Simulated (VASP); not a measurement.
# H28C6O3 in VASP: notebook, part 2 of 2

VASP 6.6.1.

### Step 4. Single point, PBE

This run uses another cell than the first one, of 6.78 Å³/atom, 1.291 times its volume.

Contents of INCAR:

```
ALGO     = Normal         # electronic algorithm
EDIFF    = 1E-6           # SCF threshold, eV
ENCUT    = 520            # plane-wave cutoff, eV
GGA      = PE             # functional
ISIF     = 2              # what is computed and relaxed
ISMEAR   = -1             # smearing method
LASPH    = T              # aspherical terms in the spheres
LCHARG   = T              # write CHGCAR
LELF     = T              # ELF
LREAL    = Auto         
LVHAR    = T            
LWAVE    = F              # write WAVECAR
NBANDS   = 59             # bands
NELM     = 80             # most SCF steps
PREC     = Accurate       # precision mode
SIGMA    = 0.05           # smearing width, eV
```

Contents of KPOINTS:

```
k-points
0
Gamma
  1 1 1
```

Contents of POSCAR:

```
H28C6O3
1.0
    6.3430410000     -0.0991780000      0.1367870000
   -0.0991780000      6.3317260000      0.0704980000
    0.1367870000      0.0704980000      6.2491330000
C O H
6 3 28
Direct
    0.2917569196      0.3427376863     -0.0324158368
    0.2965481342      0.5609678138      0.0271860051
    0.7486484942      0.3292207382      0.7803618862
    0.6845106786      0.4237777855      0.5552437997
    0.5404353597      0.9887795842      0.3265042503
    0.3959603130      0.9907609952      0.5268716649
    0.2657542876      0.5870844509      0.2524766217
    0.4685203158      0.4183731659      0.5311165629
    0.3469596998      0.7890029453      0.6292420555
    0.1451948951      0.4781796369      0.2964296836
    0.4334787938      0.6541939324     -0.0423440544
    0.1803166109      0.6408680980     -0.0569910878
    0.3128621480      0.3009463037     -0.1926365765
    0.3994709820      0.2394885034      0.0701175831
    0.1255515707      0.2906085210      0.0127439851
    0.4419325965      0.4748194017      0.3830412231
    0.7631017201      0.5801518521      0.5435662931
    0.7574246763      0.3312201991      0.4216334953
    0.8876957541      0.4240179065      0.8521473853
    0.6162735456      0.2995811367      0.8901685913
    0.8364029618      0.1718366968      0.7734955880
    0.4057580374      0.6637615492      0.5657750785
    0.4511577272      1.1083525594      0.6434253918
    0.2712214827      1.0874438313      0.4809047610
    0.5907079127      1.1463367368      0.3049037986
    0.6514305692      0.8722965292      0.3725632989
    0.4441062105      0.9765039960      0.1700732670
    0.0131231305      0.3403421985      0.5184257531
    0.0936961207      0.2650058986      0.4588478438
    0.5449224914     -0.0571913730      0.9186704083
    0.6323231670      0.0260577122      0.9294200322
   -0.2079444060      0.6406717454      0.1179968509
   -0.1666428078      0.6638295243      0.2168294251
    0.9972372251      0.8321844642      0.5849809200
    0.9532784585      0.9029145705      0.6672045911
    0.0432644839     -0.0352429221      1.1410169277
   -0.0389733452      0.0382003285      1.1696883392
```

Potentials or basis: VASP PAW PBE potentials, release 64 (C, O, H).

Launch:

```sh
$ cat potpaw_PBE.64/C/POTCAR potpaw_PBE.64/O/POTCAR potpaw_PBE.64/H/POTCAR > POTCAR
$ mpirun -np 1 vasp_gam > vasp.out
```

OUTCAR:

```text
EDIFF = 1E-6
   ENCUT = 520
   GGA = PE
   ISIF = 2
   ISMEAR = -1
   LASPH = T
   LREAL = Auto
   NELM = 80
   PREC = Accurate

 ion  position               nearest neighbor table
   1  0.292  0.343  0.968-  13 1.05  15 1.12  14 1.16   2 1.44
   2  0.297  0.561  0.027-  12 1.06  11 1.10   7 1.43   1 1.44
   3  0.749  0.329  0.780-  20 1.07  21 1.16  19 1.16   4 1.59
   4  0.685  0.424  0.555-  17 1.09  18 1.12   8 1.38   3 1.59
   5  0.540  0.989  0.327-  25 1.04  26 1.08  27 1.18   6 1.52
   6  0.396  0.991  0.527-  24 1.06  23 1.11   9 1.44   5 1.52
   7  0.266  0.587  0.252-  10 1.04   2 1.43
   8  0.469  0.418  0.531-  16 1.01   4 1.38
   9  0.347  0.789  0.629-  22 0.97   6 1.44
  10  0.145  0.478  0.296-   7 1.04
  11  0.433  0.654  0.958-   2 1.10
  12  0.180  0.641  0.943-   2 1.06
  13  0.313  0.301  0.807-   1 1.05
  14  0.399  0.239  0.070-   1 1.16
  15  0.126  0.291  0.013-   1 1.12
[... 20 lines left out ...]
  36  0.043  0.965  0.141-  37 0.73
  37  0.961  0.038  0.170-  36 0.73

  LATTYP: Found a triclinic cell.
 ALAT       =    10.9660503647
 B/A-ratio  =     1.3077963243
 C/A-ratio  =     0.5700345357
 COS(alpha) =     0.0003487455
 COS(beta)  =     0.5577499843
 COS(gamma) =     0.7900353700

  Lattice vectors:

 A1 = (   6.3054320000,  -6.5014020000,  -6.1828440000)
 A2 = (   6.5413970000, -12.7626300000,  -0.0042090000)
 A3 = (  -0.1367870000,  -0.0704980000,  -6.2491330000)

Analysis of symmetry for initial positions (statically):
=====================================================================
 Subroutine PRICEL returns:
 Original cell was already a primitive cell.

 Routine SETGRP: Setting up the symmetry group for a
 triclinic supercell.

 Subroutine GETGRP returns: Found  1 space group operations
 (whereof  1 operations were pure point group operations)
 out of a pool of  2 trial point group operations.

The static configuration has the point symmetry C_1 .
[... 181 lines left out ...]
  Fermi-wavevector in a.u.,A,eV,Ry     =   1.069919  2.021853 15.574947  1.144726
  Thomas-Fermi vector in A             =   2.205613
   LORBIT       =      0    0 simple, 1 ext, 2 COOP (PROOUT), +10 PAW based schemes
   GGA     = PE    functional components
   LHFCALC =     F    Hartree Fock is set to
   AEXX    =    0.0000 exact exchange contribution
   IVDW    =     0    specifies the selected vdW correction
   LEPSILON=     F    determine dielectric tensor
   LRPA    =     F    only Hartree local field effects (RPA)
 non-spin polarized calculation
  energy-cutoff  :      520.00
  volume of cell :      250.77
 maximum number of plane-waves:      3374
 NGX is ok and might be reduce to    48
   NGX = 23   NGY = 23   NGZ = 23

 number of electron      70.0000000 magnetization

 Free energy of the ion-electron system (eV)
  ---------------------------------------------------
  ext. energy  EPLUGINS =         0.00000000
  ---------------------------------------------------
  free energy    TOTEN  =      -170.17360467 eV

  energy without entropy =     -170.17360467  energy(sigma->0) =     -170.17360467

 E-fermi :  -0.0862     XC(G=0):  -8.0845

 val. band max:       -1.3005382142   @ k =   0.0000   0.0000   0.0000
 cond. band min:       3.9253343238   @ k =   0.0000   0.0000   0.0000
 fundamental gap:      5.2258725380
 Fermi energy:        -0.0861893740

 k-point     1 :       0.0000    0.0000    0.0000
  band No.  band energies     occupation
      1     -22.2374      2.00000
      2     -21.5051      2.00000
      3     -20.3363      2.00000
      4     -14.8460      2.00000
      5     -14.2941      2.00000
      6     -14.0230      2.00000
[... 39 lines left out ...]
     46       7.4086      0.00000
     47       7.5228      0.00000
 [bands above 47 left out]

------------------------ aborting loop because EDIFF is reached ----------------------------------------

  FORCE on cell =-STRESS in cart. coord.  units (eV):
  Direction    XX          YY          ZZ          XY          YZ          ZX
  --------------------------------------------------------------------------------------
  -------------------------------------------------------------------------------------
  Total       11.1803860     11.0856318      9.2720462     -0.6380463      2.6281213     -3.6067420
  in kB       71.4327487     70.8273533     59.2401504     -4.0765501     16.7913641    -23.0438818
  external PRESSURE =      67.1667508 kB  Pullay stress =       0.0000000 kB

 VOLUME and BASIS-vectors are now :
 -----------------------------------------------------------------------------
  energy-cutoff  :      520.00
  volume of cell :      250.77
      direct lattice vectors                 reciprocal lattice vectors
     6.343041000 -0.099178000  0.136787000     0.157767415  0.002509980 -0.003481680
    -0.099178000  6.331726000  0.070498000     0.002509980  0.157994591 -0.001837317
     0.136787000  0.070498000  6.249133000    -0.003481680 -0.001837317  0.160119136

 POSITION                                       TOTAL-FORCE (eV/Angst)
 -----------------------------------------------------------------------------------
      1.94899      2.20940      6.11063        -0.993023     -2.934350      3.154447
      1.82910      3.52440      0.25000         1.183676      1.830968     -0.869644
      4.82280      2.06530      5.00220         3.109951     -0.356987     -0.876446
      4.37580      2.65450      3.59330         2.026780     -1.315430      0.851472
      3.37460      6.23010      2.18400        -3.003627     -1.219490     -0.232910
      2.48540      6.27110      3.41650         0.936605     -0.150224      0.691251
[... 29 lines left out ...]
      0.19804      6.11423      0.95516         0.522261     -0.478276     -0.139153
      6.11525      0.15852      1.19455        -0.522870      0.380489      0.175426
 -----------------------------------------------------------------------------------
    total drift:                                0.002023     -0.010127     -0.002140

  FREE ENERGIE OF THE ION-ELECTRON SYSTEM (eV)
  ---------------------------------------------------
  free  energy   TOTEN  =      -170.1736046701 eV

  energy  without entropy=     -170.1736046701  energy(sigma->0) =     -170.17360467
```

OSZICAR:

```text
N       E                     dE             d eps       ncg     rms          rms(c)
DAV:   1     0.416677308098E+03    0.41668E+03   -0.36154E+04   118   0.110E+03
DAV:   2    -0.138608012465E+03   -0.55529E+03   -0.53150E+03   161   0.249E+02
DAV:   3    -0.183698918567E+03   -0.45091E+02   -0.44764E+02   148   0.754E+01
DAV:   4    -0.184431822240E+03   -0.73290E+00   -0.73147E+00   164   0.109E+01
DAV:   5    -0.184442016917E+03   -0.10195E-01   -0.10192E-01   148   0.127E+00    0.221E+01
DAV:   6    -0.172429256741E+03    0.12013E+02   -0.16952E+01   148   0.159E+01    0.111E+01
DAV:   7    -0.170392375877E+03    0.20369E+01   -0.49582E+00   156   0.847E+00    0.511E+00
DAV:   8    -0.170172883592E+03    0.21949E+00   -0.90181E-01   140   0.424E+00    0.104E+00
DAV:   9    -0.170165717996E+03    0.71656E-02   -0.13112E-01   140   0.179E+00    0.462E-01
DAV:  10    -0.170172223967E+03   -0.65060E-02   -0.24010E-02   132   0.619E-01    0.205E-01
DAV:  11    -0.170173046209E+03   -0.82224E-03   -0.34163E-03   148   0.311E-01    0.123E-01
DAV:  12    -0.170173473000E+03   -0.42679E-03   -0.17853E-03   140   0.212E-01    0.372E-02
DAV:  13    -0.170173587271E+03   -0.11427E-03   -0.40583E-04   148   0.873E-02    0.196E-02
DAV:  14    -0.170173601155E+03   -0.13884E-04   -0.41162E-05   140   0.292E-02    0.983E-03
DAV:  15    -0.170173604393E+03   -0.32378E-05   -0.82313E-06   140   0.142E-02    0.294E-03
DAV:  16    -0.170173604670E+03   -0.27697E-06   -0.13147E-06   108   0.546E-03
   1 F= -.17017360E+03 E0= -.17017360E+03  d E =-.716470E-10
```

It took 34 s on 1 thread of Intel Xeon 6975P-C (Granite Rapids), shared host; peak memory 0.31 GiB.

What came out:

| Quantity | Value |
| --- | --- |
| Free energy | -170.1736 eV |
| Pressure | 6.7 GPa |
| Largest force | 4.421 eV/Å |
| Band gap on the k mesh | 5.23 eV |

Forces on the atoms (eV/Å):
```
C   -0.993 -2.934  3.154
C    1.184  1.831 -0.870
C    3.110 -0.357 -0.876
C    2.027 -1.315  0.851
C   -3.004 -1.219 -0.233
C    0.937 -0.150  0.691
O   -1.503 -1.304 -0.017
O   -0.072  0.819 -0.053
O   -0.532  2.290  0.377
H    1.467  1.500 -0.195
H    0.445 -0.135  0.857
H   -1.471  0.758 -0.512
H    0.223  0.102 -1.575
H   -1.283  1.038 -0.942
H    0.614 -0.471  0.095
H   -0.548 -0.120  0.235
H   -0.392  0.474 -0.190
H   -0.066  0.304  0.609
H   -1.725 -0.084 -0.662
H   -0.142  0.442  0.271
H   -1.115  1.220 -0.527
H    0.278 -0.299 -0.461
H    0.524 -1.204 -0.075
H   -2.232 -0.282 -0.388
H    1.506  1.540 -0.203
H    0.832 -0.112 -1.116
H    1.204 -1.067  2.412
H    1.250 -0.894 -0.738
H   -0.831  0.729  0.647
H    0.724  0.052 -0.257
H   -0.246 -0.905 -0.223
H   -0.789 -0.505 -1.913
H    0.860  0.395  1.706
H    0.142 -0.171 -0.086
H   -0.381  0.132  0.169
H    0.522 -0.478 -0.139
H   -0.523  0.380  0.175
```

Stress tensor (GPa, compression positive):
```
 7.14 -0.41 -2.30
-0.41  7.08  1.68
-2.30  1.68  5.92
```

Levels at points of the mesh, in eV from the valence-band top:
```
           k point  band 33  band 34  band 35  band 36  band 37  band 38
(0.00, 0.00, 0.00)    -1.13    -1.02     0.00     5.23     5.66     5.77
```

Caveat: the k points lie up to 1.01 Å⁻¹ apart.

### Step 5. Single point, PBE

This run uses another cell than the first one, of 11.92 Å³/atom, 2.271 times its volume.

Contents of INCAR:

```
SYSTEM = H28C6O3
  ALGO = Normal
  EDIFF = 1E-7
  ENCUT = 520
  GGA = PE
  ISIF = 2
  ISMEAR = -1
  LASPH = .True.
  LCHARG = .False.
  LREAL = Auto
  LWAVE = .False.
  NBANDS = 59
  NELM = 100
  PREC = Accurate
  SIGMA = 0.05
```

Contents of KPOINTS:

```
k-points
0
Gamma
  1 1 1
  0 0 0
```

Contents of POSCAR:

```
H28C6O3
1.0
    7.6116630000      0.0000000000      0.0000000000
    0.0000000000      7.6116630000      0.0000000000
    0.0000000000      0.0000000000      7.6116630000
C O H
6 3 28
Direct
    0.3142939986      0.3995841645     -0.0075804722
    0.3574645909      0.5769435667      0.0804160668
    0.8180209765      0.4011869679      0.7233898821
    0.6837533401      0.4930854138      0.5955203219
    0.4819708912      1.0120127494      0.3410030108
    0.4279485311      0.9546008540      0.5320519314
    0.3877864798      0.5460698930      0.2645282641
    0.5589974228      0.3803373849      0.5357567722
    0.3179200130      0.8030439603      0.5133043857
    0.4409023363      0.6567552978      0.3132561176
    0.4789754880      0.6358925770      0.0228859318
    0.2433765131      0.6715746611      0.0696168498
    0.3075412035      0.4306154910     -0.1486928678
    0.4179507159      0.3022992479     -0.0187081325
    0.1897745604      0.3342764912      0.0434990356
    0.5123716066      0.4050494616      0.4106067229
    0.5992908514      0.5859560519      0.6654262019
    0.7695558776      0.5604162980      0.5053429191
    0.8705324973      0.5035167742      0.8136986622
    0.7550124066      0.3084739826      0.8180603897
    0.9173816550      0.3284433375      0.6429738153
    0.2889775861      0.7650627727      0.6258816240
    0.5652115707      0.9211259090      0.5767070875
    0.3596848678      1.0542111494      0.5993959533
    0.5344955498      1.1473182667      0.3296651468
    0.5725030128      0.9132564066      0.2663806845
    0.3818613620      0.9996632799      0.2389359592
    0.0774206635      0.2161157161      0.3682112569
   -0.0003153056      0.2370309878      0.3304271353
    0.9281545964     -0.1539873744      0.8839198477
    0.9005522184     -0.2512460155      0.8927746801
   -0.0462054087      0.5288331867      0.2888593465
   -0.0484519612      0.5091922751      0.1973156195
    0.8803332465      0.9475196156      0.4737598078
    0.8055532674      0.8874276226      0.5038846307
    0.0010378809     -0.0112984508      1.0422032610
   -0.0131245958      0.0304269908      1.1367818044
```

Launch:

```sh
$ cat potpaw_PBE.64/C/POTCAR potpaw_PBE.64/O/POTCAR potpaw_PBE.64/H/POTCAR > POTCAR
$ mpirun -np 1 vasp_gam > vasp.out
```

Run time: 63 s. Hardware: 1 thread of Intel Xeon 6975P-C (Granite Rapids), shared host; peak memory 0.45 GiB.

The run converged. Its results:

```yaml
Free_energy: -173.0476 eV
Pressure: 0.1 GPa
Largest_force: 4.271 eV/Å
Band_gap_on_the_k_mesh: 4.77 eV
```

Forces in eV/Å, atoms in the order of the input:
```
C   -0.837  0.597 -0.596
C   -0.077 -0.685  0.233
C   -0.854 -0.002  0.108
C    0.798  0.415  2.551
C    0.239 -0.945 -1.352
C    2.234 -1.029 -3.117
O    0.907  0.944  0.301
O   -1.598 -2.398 -3.153
O    0.720  0.707 -1.809
H   -0.977 -1.032 -0.067
H   -0.482 -0.120 -0.108
H    0.620 -0.496 -0.220
H   -0.833  0.004 -0.158
H    0.615 -0.181  0.919
H    0.993  0.682 -0.497
H    0.630  0.228  1.711
H    0.746  1.112  0.661
H   -0.021  0.419 -1.073
H    0.457 -0.294 -0.642
H   -0.050  0.109 -0.634
H   -0.208  0.471  0.675
H   -0.623 -0.941  2.112
H   -1.121  0.187  1.017
H   -0.336  1.319  0.926
H    0.122 -0.653  0.308
H   -0.091  1.010  1.568
H   -1.184  0.481  0.374
H    2.815 -0.783  1.388
H   -2.754  0.711 -1.268
H   -0.278 -0.796 -0.076
H    0.177  0.645 -0.168
H    0.053  0.380  1.320
H   -0.082 -0.221 -1.414
H   -0.339 -0.336  0.154
H    0.532  0.306 -0.162
H   -0.141  0.663  1.367
H    0.234 -0.478 -1.180
```

Stress tensor (GPa, compression positive):
```
-0.31  0.20  1.37
 0.20  0.39  0.27
 1.37  0.27  0.08
```

Levels at points of the mesh, in eV from the valence-band top:
```csv
k point,band 33,band 34,band 35,band 36,band 37,band 38
"(0.00, 0.00, 0.00)",-0.97,-0.72,0.00,4.77,4.94,5.43
```

Caveat: the k points lie up to 0.83 Å⁻¹ apart.

### Step 6. The runs side by side

```csv
cell,gap on the mesh (eV),pressure (GPa),largest force (eV/Å)
"a = 5.759, b = 5.910, c = 5.726 Å, angles 87.2, 88.3, 93.4°, 37 atoms",5.25,15.7,3.82
"a = 5.530, b = 5.848, c = 5.869 Å, angles 88.8, 89.6, 94.2°, 37 atoms",5.22,16.2,3.47
"a = 6.345, b = 6.333, c = 6.251 Å, angles 88.7, 87.5, 91.8°, 37 atoms",5.23,6.7,4.42
"a = 7.612 Å, 37 atoms",4.77,0.1,4.27
```

Alike in all rows: task single point; level PBE; potentials or basis VASP PAW PBE potentials, release 64 (C, O, H); no spin polarisation; k mesh 1 × 1 × 1; cutoff (eV) 520; smearing fermi-dirac 0.05 eV.

Caveats: all runs use coarse meshes.

Absolute energies hang on the potentials; compare differences alone.
